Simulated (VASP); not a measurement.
Input of a VASP 6.6.1 run:

INCAR

```
PREC     = Accurate       # precision mode
ENCUT    = 520            # plane-wave cutoff, eV
EDIFF    = 1E-7           # SCF threshold, eV
ISMEAR   = 0              # smearing method
SIGMA    = 0.01           # smearing width, eV
LREAL    = F              # projectors in reciprocal space
LASPH    = T              # aspherical terms in the spheres
NELM     = 80             # most SCF steps
ALGO     = Normal         # electronic algorithm
ISIF     = 2              # what is computed and relaxed
LWAVE    = F              # write WAVECAR
LCHARG   = F              # write CHGCAR
GGA      = CA             # functional
NBANDS   = 20             # bands
```

File KPOINTS:

```
regular mesh
0
Gamma
  6 6 2
```

The input POSCAR:

```
BaMg2Sb2
1.0
    4.5919955148      0.0000000000      0.0000000000
   -2.2959977574      3.9767847698      0.0000000000
    0.0000000000      0.0000000000      7.7352529029
Ba Mg Sb
1 2 2
Direct
    0.0000000000      0.0000000000      0.0000000000
    0.3333333333      0.6666666667      0.6255122395
    0.6666666667      0.3333333333      0.3744877605
    0.3333333333      0.6666666667      0.2623677902
    0.6666666667      0.3333333333      0.7376322098
```

Potentials or basis: VASP PAW LDA potentials, release 64 (Ba_sv, Mg, Sb).

Command:

```bash
$ cat potpaw_LDA.64/Ba_sv/POTCAR potpaw_LDA.64/Mg/POTCAR potpaw_LDA.64/Sb/POTCAR > POTCAR
$ mpirun -np 1 vasp_std > vasp.out
```

**Question.** Estimate the band gap on the k mesh.

**Answer.** 0.61 eV, indirect (least direct gap 1.37 eV).

**Question.** Predict the largest force.

**Answer.** 0.049 eV/Å.

**Question.** What does it give for the pressure?

**Answer.** 4.4 GPa.

Forces in eV/Å, atoms in the order of the input:
```
Ba   0.000  0.000  0.000
Mg   0.000  0.000  0.005
Mg   0.000  0.000 -0.005
Sb   0.000  0.000  0.049
Sb   0.000  0.000 -0.049
```

Caveat: spin-orbit coupling is left out, which moves the levels of the heavy elements. A k mesh can miss the band edges.
